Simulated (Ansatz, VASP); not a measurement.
**One calculation of B, two programs**

The input INCAR:

```
ALGO = Normal
EDIFF = 1E-6
ENCUT = 520
GGA = PE
ISIF = 2
ISMEAR = -1
LASPH = T
LCHARG = F
LREAL = F
LWAVE = F
NBANDS = 8
NELM = 80
PREC = Accurate
SIGMA = 0.05
```

The input KPOINTS:

```
k-points
0
Gamma
  14 14 14
```

POSCAR

```
B
1.0
    1.9049750000      0.0031930000     -0.0199120000
    0.0031930000      1.8640640000      0.0003960000
   -0.0199120000      0.0003960000      1.8871180000
B
1
Direct
    0.4999830000      0.5183830000      0.5137780000
```

Contents of input.yaml:

```yaml
crystal:
  lattice:
    - [1.904975, 0.003193, -0.019912]
    - [0.003193, 1.864064, 0.000396]
    - [-0.019912, 0.000396, 1.887118]
  atoms:
    - { symbol: B, position: [0.499983, 0.518383, 0.513778] }
kpoints:
  mp_grid: { grid: [14, 14, 14] }
scf:
  occupations: { method: fermi_dirac, width: 0.05 }
hamiltonian:
  xc: pbe
  pseudopotentials: { kind: all_electron, lapw: { basis_error: 0.001 } }
output:
  forces: true
  stress: true
  eigenvalues: true
  populations: true
```

Change from the starting cell: cell strained at random at fixed volume.

Alike in both runs: task single point; functional PBE; k mesh 14 × 14 × 14; occupations fermi-dirac, width 0.05 eV; no spin polarisation.

|  | VASP | Ansatz |
| --- | --- | --- |
| version | VASP 6.6.1 | Ansatz 0.2.0 |
| potentials or method | VASP PAW PBE potentials, release 64 (B), cutoff 520 eV | all-electron LAPW, scalar-relativistic |

Ansatz gave:

| Quantity | Value |
| --- | --- |
| gap on the k mesh at the Fermi level (eV) | none |
| pressure (GPa) | 0.4 |
| traceless stress, the component that is largest in VASP (GPa) | -3.89 |

Task: Which values does VASP return?

Result: gap on the k mesh at the Fermi level (eV): none; pressure (GPa): 0.5; traceless stress, the component that is largest in VASP (GPa): -3.89.

A gap of «none» marks a metal or a gap that the smearing closes. Ansatz ran all-electron here, and VASP with PAW potentials.
